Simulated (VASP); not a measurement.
The system is YbMg2Ge2.

```
CELL_PARAMETERS angstrom
0.00000 4.13431 0.00000
4.13431 0.00000 0.00000
2.06715 2.06715 -5.12208
ATOMIC_POSITIONS crystal
Ge 0.37500 0.37500 0.25000
Ge 0.62500 0.62500 0.75000
Yb 0.00000 0.00000 0.00000
Mg 0.75000 0.25000 0.50000
Mg 0.25000 0.75000 0.50000
```

Base run:

```yaml
Program: VASP 6.6.1
Functional: revPBE
Potentials_or_basis: VASP PAW PBE potentials, release 64 (Ge_d, Yb, Mg)
Cutoff: 520 eV
k_mesh: 5 × 5 × 5
Occupations: fermi-dirac, width 0.0544 eV
Spin: no spin polarisation
```

Its results: band gap on the k mesh zero (bands 28 and 29 overlap by 0.55 eV); pressure 23.5 GPa; largest force 3.064 eV/Å.

Q: The run is repeated on the same cell with these changes: functional from revPBE to PBEsol; k mesh from 5 × 5 × 5 to 8 × 8 × 8. What comes out?

A: Band gap on the k mesh zero (bands 28 and 29 overlap by 0.93 eV); pressure 17.8 GPa; largest force 3.026 eV/Å.

Several settings changed at once.

Caveats: the cell stands under pressure; the PAW data sets were made with another functional, which shifts forces and pressure a little; spin-orbit coupling is left out, which moves the levels of the heavy elements.
